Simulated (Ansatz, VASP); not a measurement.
Two plane-wave programs on Cu

```
Cu
1.0
    11.67103    0.00000   -0.46281
     0.00000    2.39256    0.00000
    -5.50539    0.00000   22.91436
Cu
1
Cartesian
  3.0828 1.1963 11.2258
```

Alike in both runs: task single point; functional PBE; k mesh 4 × 12 × 2; occupations gaussian, width 0.02 eV; no spin polarisation.

```csv
,VASP,Ansatz
version,VASP 6.6.1,Ansatz 0.2.0
potentials or method,"VASP PAW PBE potentials, release 64 (Cu), cutoff 520 eV","scalar-relativistic, plane waves, PAW"
valence electrons in the cell,11,19
```

|  | VASP | Ansatz | Ansatz less VASP |
| --- | --- | --- | --- |
| gap on the k mesh at the Fermi level (eV) | none | none | - |
| pressure (GPa) | -0.1 | -0.1 | 0.00 |
| traceless stress, the component that is largest in VASP (GPa) | -0.16 | -0.17 | -0.011 |

A gap of «none» marks a metal or a gap that the smearing closes. The functional is the same, so the differences come from potentials, cutoffs and numerics. VASP's potentials hold 11 valence electrons a cell and Ansatz's 19, so a difference there can come from the potentials and not from the codes.
